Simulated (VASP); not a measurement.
Set up this calculation in VASP 6.6.1, as the native input.

| Property | Result |
| --- | --- |
| Task | single point |
| Functional | LDA |
| Potentials or basis | VASP PAW LDA potentials, release 64 (Ge_d, Si) |
| Cutoff | 520 eV |
| k mesh | 9 × 9 × 1 |
| Occupations | gaussian, width 0.1 eV |
| Spin | no spin polarisation |
| Dipole correction | yes |
| Further INCAR settings | ALGO = Normal; EDIFF = 1e-07; NBANDS = 38 |

The structure of SiGe4 lies in POSCAR:

```
SiGe4
1.0
    3.9749475856      0.0000000000      0.0000000000
   -1.9874737928      3.4424055879      0.0000000000
    0.0000000000      0.0000000000     19.6181517136
Ge Si
4 1
Direct
    0.3333333333      0.6666666667      0.2038928059
    0.0000000000      0.0000000000      0.2452515838
    0.0000000000      0.0000000000      0.3764881450
    0.6666666667      0.3333333333      0.4138081830
    0.6666666667      0.3333333333      0.5339655705
```

One way to write it, as run:

INCAR

```
PREC = Accurate ; ENCUT = 520
EDIFF = 1E-7 ; ISMEAR = 0
SIGMA = 0.1 ; LREAL = F
LASPH = T ; NELM = 100
ALGO = Normal ; ISIF = 2
LWAVE = F ; LCHARG = F
LDIPOL = T ; IDIPOL = 3
DIPOL = 0.5 0.5 0.355 ; GGA = CA
NBANDS = 38
```

KPOINTS

```
Automatic mesh
0
Gamma
  9 9 1
```

Potentials or basis: VASP PAW LDA potentials, release 64 (Ge_d, Si).

The run is started by

```console
$ cat potpaw_LDA.64/Ge_d/POTCAR potpaw_LDA.64/Si/POTCAR > POTCAR
$ mpirun -np 1 vasp_std > vasp.out
```

It gave:

```json
{"Largest force": "0.461 eV/Å", "Band gap on the k mesh": "zero (bands 30 and 31 overlap by 0.68 eV)"}
```

Run time: 7.6 min on 1 thread of Intel Xeon 8259CL, on a shared host, peak memory 0.31 GiB.
